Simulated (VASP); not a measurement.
# HgTe (F-43m) in VASP: single point with PBE

Aim: the single point of HgTe with PBE.

All numbers are computed with VASP 6.6.1; they aren't measurements. Logs are shortened: lines on timing, memory, paths and dates and some standing lists are left out, and cuts for length are marked.

## Step 1: The cell of the first run

It takes space group F-43m (No. 216, cubic). The conventional cell has a = 6.573 Å, b = 6.573 Å, c = 6.573 Å, α = 90.00°, β = 90.00°, γ = 90.00°. Within 3.8 Å of Hg (site symmetry -43m) lie 4 Te at 2.85 Å. Within 3.8 Å of Te (site symmetry -43m) lie 4 Hg at 2.85 Å.

## Step 2: Single point, PBE (volume scaled by 1.06)

INCAR reads:

```
PREC     = Accurate       # precision mode
ENCUT    = 520            # plane-wave cutoff, eV
EDIFF    = 1E-7           # SCF threshold, eV
ISMEAR   = -1             # smearing method
SIGMA    = 0.05           # smearing width, eV
LREAL    = F              # projectors in reciprocal space
LASPH    = T              # aspherical terms in the spheres
NELM     = 80             # most SCF steps
ALGO     = Normal         # electronic algorithm
ISIF     = 2              # what is computed and relaxed
LWAVE    = F              # write WAVECAR
LCHARG   = T              # write CHGCAR
GGA      = PE             # functional
LELF     = T              # ELF
LVHAR    = T            
NBANDS   = 16             # bands
```

KPOINTS reads:

```
regular mesh
0
Gamma
  9 9 9
```

POSCAR reads:

```
HgTe
1.0
    0.0000000000      3.2867219331      3.2867219331
    3.2867219331      0.0000000000      3.2867219331
    3.2867219331      3.2867219331      0.0000000000
Hg Te
1 1
Direct
    0.0000000000      0.0000000000      0.0000000000
    0.7500000000      0.7500000000      0.7500000000
```

Potentials or basis: VASP PAW PBE potentials, release 64 (Hg, Te).

Command:

```console
$ cat potpaw_PBE.64/Hg/POTCAR potpaw_PBE.64/Te/POTCAR > POTCAR
$ mpirun -np 1 vasp_std > vasp.out
```

OUTCAR:

```text
PREC = Accurate
   ENCUT = 520
   EDIFF = 1E-7
   ISMEAR = -1
   LREAL = F
   LASPH = T
   NELM = 80
   ISIF = 2
   GGA = PE

 ion  position               nearest neighbor table
   1  0.000  0.000  0.000-   2 2.85   2 2.85   2 2.85   2 2.85
   2  0.750  0.750  0.750-   1 2.85   1 2.85   1 2.85   1 2.85

  LATTYP: Found a face centered cubic cell.
 ALAT       =     6.5734438662

  Lattice vectors:

 A1 = (   0.0000000000,   3.2867219331,   3.2867219331)
 A2 = (   3.2867219331,   0.0000000000,   3.2867219331)
 A3 = (   3.2867219331,   3.2867219331,   0.0000000000)

Analysis of symmetry for initial positions (statically):
=====================================================================
 Subroutine PRICEL returns:
 Original cell was already a primitive cell.

 Routine SETGRP: Setting up the symmetry group for a
 face centered cubic supercell.

 Subroutine GETGRP returns: Found 24 space group operations
 (whereof 24 operations were pure point group operations)
 out of a pool of 48 trial point group operations.

The static configuration has the point symmetry T_d .

Analysis of symmetry for dynamics (positions and initial velocities):
=====================================================================
 Subroutine PRICEL returns:
 Original cell was already a primitive cell.

 Routine SETGRP: Setting up the symmetry group for a
 face centered cubic supercell.

 Subroutine GETGRP returns: Found 24 space group operations
 (whereof 24 operations were pure point group operations)
 out of a pool of 48 trial point group operations.

The dynamic configuration has the point symmetry T_d .

 Subroutine INISYM returns: Found 24 space group operations
 (whereof 24 operations are pure point group operations),
 and found     1 'primitive' translations

----------------------------------------------------------------------------------------

                                     Primitive cell

  volume of cell :      71.0099

  direct lattice vectors                    reciprocal lattice vectors
     0.000000000  3.286721933  3.286721933    -0.152127259  0.152127259  0.152127259
     3.286721933  0.000000000  3.286721933     0.152127259 -0.152127259  0.152127259
     3.286721933  3.286721933  0.000000000     0.152127259  0.152127259 -0.152127259

  length of vectors
     4.648126734  4.648126734  4.648126734     0.263492142  0.263492142  0.263492142

  position of ions in fractional coordinates (direct lattice)
     0.000000000  0.000000000  0.000000000
     0.750000000  0.750000000  0.750000000

  ion indices of the primitive-cell ions
   primitive index   ion index
                 1           1
                 2           2

----------------------------------------------------------------------------------------

 KPOINTS: regular mesh

Automatic generation of k-mesh.
 Grid dimensions read from file:
 generate k-points for:    9    9    9

 Generating k-lattice:

  Cartesian coordinates                     Fractional coordinates (reciprocal lattice)
    -0.016903029  0.016903029  0.016903029     0.111111111  0.000000000  0.000000000
     0.016903029 -0.016903029  0.016903029     0.000000000  0.111111111  0.000000000
     0.016903029  0.016903029 -0.016903029     0.000000000  0.000000000  0.111111111

  Length of vectors
     0.029276905  0.029276905  0.029276905

  Shift w.r.t. Gamma in fractional coordinates (k-lattice)
     0.000000000  0.000000000  0.000000000

 Subroutine IBZKPT returns following result:
 ===========================================

 Found     35 irreducible k-points:

 Following reciprocal coordinates:
            Coordinates               Weight
  0.000000  0.000000  0.000000      1.000000
  0.111111  0.000000  0.000000      8.000000
  0.222222  0.000000  0.000000      8.000000
  0.333333  0.000000  0.000000      8.000000
  0.444444  0.000000  0.000000      8.000000
  0.111111  0.111111  0.000000      6.000000
[... 16 lines left out ...]
 -0.333333  0.333333  0.000000     12.000000
  0.444444  0.444444  0.000000      6.000000
 [... further k-points ...]
   k-points           NKPTS =     35   k-points in BZ     NKDIM =     35   number of bands    NBANDS=     16
   number of dos      NEDOS =    301   number of ions     NIONS =      2
   total plane-waves  NPLWV =  46656
   dimension x,y,z NGX =    36 NGY =   36 NGZ =   36
   dimension x,y,z NGXF=    72 NGYF=   72 NGZF=   72
   ions per type =               1   1
   NGX,Y,Z   is equivalent  to a cutoff of  12.88, 12.88, 12.88 a.u.
   NGXF,Y,Z  is equivalent  to a cutoff of  25.75, 25.75, 25.75 a.u.
 SYSTEM =  unknown system
   PREC   = accura    normal or accurate (medium, high low for compatibility)
   ISTART =      0    job   : 0-new  1-cont  2-samecut
   ICHARG =      2    charge: 1-file 2-atom 10-const
   ISPIN  =      1    spin polarized calculation?
   LNONCOLLINEAR =      F non collinear calculations
   LSORBIT =      F    spin-orbit coupling
   LASPH  =      T    aspherical Exc in radial PAW
   ENCUT  =  520.0 eV  38.22 Ry    6.18 a.u.   8.64  8.64  8.64*2*pi/ulx,y,z
   NELM   =     80;   NELMIN=  2; NELMDL= -5     # of ELM steps
   EDIFF  = 0.1E-06   stopping-criterion for ELM
   LREAL  =      F    real-space projection
   EDIFFG = 0.1E-05   stopping-criterion for IOM
   NSW    =      0    number of steps for IOM
   IBRION =     -1    ionic relax: 0-MD 1-quasi-New 2-CG
   NFREE  =      0    steps in history (QN), initial steepest desc. (CG)
   ISIF   =      2    stress and relaxation
   ISYM   =      2    0-nonsym 1-usesym 2-fastsym
   POTIM  = 0.5000    time-step for ionic-motion
   TEBEG  =    0.0;   TEEND  =   0.0 temperature during run
   PSTRESS=    0.0 pullay stress
   NELECT =      18.0000    total number of electrons
   NUPDOWN=      -1.0000    fix difference up-down
   EMIN   =  10.00;   EMAX   =-10.00  energy-range for DOS
   EFERMI =   0.00;   METHOD = LEGACY
   ISMEAR =    -1;   SIGMA  =   0.05  broadening in eV -4-tet -1-fermi 0-gaus
   EFERMI_NEDOS =   21; number of points for ismear=-14 and -15
   IALGO  =     38    algorithm
   IMIX   =      4    mixing-type and parameters
     AMIX     =   0.40;   BMIX     =  1.00
     AMIX_MAG =   1.60;   BMIX_MAG =  1.00
  volume/ion in A,a.u.               =      35.50       239.60
  Fermi-wavevector in a.u.,A,eV,Ry     =   1.036079  1.957905 14.605295  1.073459
  Thomas-Fermi vector in A             =   2.170452
   LORBIT       =      0    0 simple, 1 ext, 2 COOP (PROOUT), +10 PAW based schemes
   GGA     = PE    functional components
[... 5 lines left out ...]
 non-spin polarized calculation
  energy-cutoff  :      520.00
  volume of cell :       71.01
 maximum number of plane-waves:      1932
   NGX = 17   NGY = 17   NGZ = 17

 number of electron      18.0000001 magnetization

 Free energy of the ion-electron system (eV)
  ---------------------------------------------------
  ext. energy  EPLUGINS =         0.00000000
  ---------------------------------------------------
  free energy    TOTEN  =        -3.63978191 eV

  energy without entropy =       -3.63928535  energy(sigma->0) =       -3.63953363

 E-fermi :   2.6476     XC(G=0):  -8.5147

 val. band max:        2.5775537735   @ k =   0.0000   0.0000   0.0000
 cond. band min:       3.1164478843   @ k =   0.1111   0.0000   0.0000
 fundamental gap:      0.5388941108
 Fermi energy:         2.6475843497

 k-point     1 :       0.0000    0.0000    0.0000
  band No.  band energies     occupation
      1      -9.0605      2.00000
      2      -4.4943      2.00000
      3      -4.4943      2.00000
      4      -4.4943      2.00000
      5      -4.0235      2.00000
      6      -4.0235      2.00000
[... 8 lines left out ...]
     15      12.0578      0.00000
     16      12.0578      0.00000

 k-point     2 :       0.1111    0.0000    0.0000
  band No.  band energies     occupation
      1      -9.0054      2.00000
      2      -4.4790      2.00000
      3      -4.4790      2.00000
      4      -4.4713      2.00000
      5      -4.0250      2.00000
      6      -4.0250      2.00000
[... 8 lines left out ...]
     15      11.3906      0.00000
     16      11.3906      0.00000

 k-point     3 :       0.2222    0.0000    0.0000
  band No.  band energies     occupation
      1      -8.8605      2.00000
      2      -4.4424      2.00000
      3      -4.4424      2.00000
      4      -4.3788      2.00000
      5      -4.0252      2.00000
      6      -4.0252      2.00000
[... 8 lines left out ...]
     15      11.0607      0.00000
     16      11.0607      0.00000

 k-point     4 :       0.3333    0.0000    0.0000
  band No.  band energies     occupation
      1      -8.6862      2.00000
      2      -4.4061      2.00000
      3      -4.4061      2.00000
      4      -4.1631      2.00000
      5      -4.0176      2.00000
      6      -4.0176      2.00000
[... 8 lines left out ...]
     15      11.4329      0.00000
     16      11.4329      0.00000

 k-point     5 :       0.4444    0.0000    0.0000
  band No.  band energies     occupation
      1      -8.5667      2.00000
      2      -4.3865      2.00000
      3      -4.3865      2.00000
      4      -4.0069      2.00000
      5      -4.0069      2.00000
      6      -3.8344      2.00000
[... 8 lines left out ...]
     15      12.3091      0.00000
     16      12.3091      0.00000

 k-point     6 :       0.1111    0.1111    0.0000
  band No.  band energies     occupation
      1      -8.9869      2.00000
      2      -4.4828      2.00000
      3      -4.4644      2.00000
      4      -4.4644      2.00000
      5      -4.0340      2.00000
      6      -4.0171      2.00000
[... 8 lines left out ...]
     15      10.6077      0.00000
     16      12.1226      0.00000

 k-point     7 :       0.2222    0.1111    0.0000
  band No.  band energies     occupation
      1      -8.8715      2.00000
      2      -4.4537      2.00000
      3      -4.4263      2.00000
      4      -4.4048      2.00000
      5      -4.0403      2.00000
      6      -4.0116      2.00000
[... 8 lines left out ...]
     15      11.0999      0.00000
     16      11.8117      0.00000

 k-point     8 :       0.3333    0.1111    0.0000
  band No.  band energies     occupation
      1      -8.7057      2.00000
      2      -4.4133      2.00000
      3      -4.3867      2.00000
      4      -4.2471      2.00000
      5      -4.0278      2.00000
      6      -4.0050      2.00000
[... 8 lines left out ...]
     15      11.3117      0.00000
     16      11.9581      0.00000

 k-point     9 :       0.4444    0.1111    0.0000
  band No.  band energies     occupation
      1      -8.5661      2.00000
      2      -4.3847      2.00000
      3      -4.3646      2.00000
      4      -4.0582      2.00000
      5      -4.0008      2.00000
      6      -3.8968      2.00000
[... 8 lines left out ...]
     15      11.8115      0.00000
     16      12.6024      0.00000
[... 172 lines left out ...]
 k-point    19 :      -0.2222    0.2222    0.0000
  band No.  band energies     occupation
      1      -8.6226      2.00000
      2      -4.3793      2.00000
      3      -4.3674      2.00000
      4      -4.1615      2.00000
      5      -4.0416      2.00000
      6      -3.9751      2.00000
[... 8 lines left out ...]
     15      12.1336      0.00000
     16      12.6306      0.00000

 k-point    20 :       0.3333    0.3333    0.0000
  band No.  band energies     occupation
      1      -8.5571      2.00000
      2      -4.3474      2.00000
      3      -4.2797      2.00000
      4      -4.2797      2.00000
      5      -3.9821      2.00000
      6      -3.9787      2.00000
[... 8 lines left out ...]
     15      12.5754      0.00000
     16      14.0297      0.00000

 k-point    21 :       0.4444    0.3333    0.0000
  band No.  band energies     occupation
      1      -8.4550      2.00000
      2      -4.3234      2.00000
      3      -4.2445      2.00000
      4      -4.2131      2.00000
      5      -3.9793      2.00000
      6      -3.8286      2.00000
[... 8 lines left out ...]
     15      12.9029      0.00000
     16      13.9696      0.00000

 k-point    22 :      -0.4444    0.3333    0.0000
  band No.  band energies     occupation
      1      -8.3996      2.00000
      2      -4.3184      2.00000
      3      -4.2437      2.00000
      4      -4.1383      2.00000
      5      -3.9928      2.00000
      6      -3.6087      2.00000
[... 8 lines left out ...]
     15      12.4989      0.00000
     16      14.0271      0.00000

 k-point    23 :      -0.3333    0.3333    0.0000
  band No.  band energies     occupation
      1      -8.4184      2.00000
      2      -4.3285      2.00000
      3      -4.2776      2.00000
      4      -4.0741      2.00000
      5      -4.0154      2.00000
      6      -3.6213      2.00000
[... 8 lines left out ...]
     15      11.5912      0.00000
     16      14.2731      0.00000

 k-point    24 :       0.4444    0.4444    0.0000
  band No.  band energies     occupation
      1      -8.3947      2.00000
      2      -4.3139      2.00000
      3      -4.2041      2.00000
      4      -4.2041      2.00000
      5      -3.9700      2.00000
      6      -3.7086      2.00000
[... 8 lines left out ...]
     15      12.8022      0.00000
     16      14.2103      0.00000

 [... further k-points ...]

------------------------ aborting loop because EDIFF is reached ----------------------------------------

  FORCE on cell =-STRESS in cart. coord.  units (eV):
  Direction    XX          YY          ZZ          XY          YZ          ZX
  --------------------------------------------------------------------------------------
  -------------------------------------------------------------------------------------
  Total        0.6064461      0.6064461      0.6064461      0.0000000      0.0000000     -0.0000000
  in kB       13.6830816     13.6830816     13.6830816      0.0000000      0.0000000     -0.0000000
  external PRESSURE =      13.6830816 kB  Pullay stress =       0.0000000 kB

 VOLUME and BASIS-vectors are now :
 -----------------------------------------------------------------------------
  energy-cutoff  :      520.00
  volume of cell :       71.01
      direct lattice vectors                 reciprocal lattice vectors
     0.000000000  3.286721933  3.286721933    -0.152127259  0.152127259  0.152127259
     3.286721933  0.000000000  3.286721933     0.152127259 -0.152127259  0.152127259
     3.286721933  3.286721933  0.000000000     0.152127259  0.152127259 -0.152127259

 POSITION                                       TOTAL-FORCE (eV/Angst)
 -----------------------------------------------------------------------------------
      0.00000      0.00000      0.00000         0.000000      0.000000      0.000000
      4.93008      4.93008      4.93008        -0.000000     -0.000000     -0.000000
 -----------------------------------------------------------------------------------
    total drift:                                0.000000      0.000000      0.000000

  FREE ENERGIE OF THE ION-ELECTRON SYSTEM (eV)
  ---------------------------------------------------
  free  energy   TOTEN  =        -3.6397819065 eV

  energy  without entropy=       -3.6392853508  energy(sigma->0) =       -3.63953363
```

Wall time 36 s (1 thread of Intel Xeon Platinum 8488C (Sapphire Rapids), shared host); peak memory 0.22 GiB.

What came out:

| Item | Value |
| --- | --- |
| Free energy | -3.6398 eV |
| Pressure | 1.4 GPa |
| Band gap on the k mesh | zero (filled and empty bands touch) |

Levels at points of the mesh, in eV from the Fermi level:
| k point | band 6 | band 7 | band 8 | band 9 | band 10 | band 11 | band 12 | band 13 |
| --- | --- | --- | --- | --- | --- | --- | --- | --- |
| (0.00, 0.00, 0.00) | -6.67 | -0.91 | -0.07 | -0.07 | -0.07 | 4.25 | 4.25 | 4.25 |

Caveat: spin-orbit coupling is left out, which moves the levels of the heavy elements.
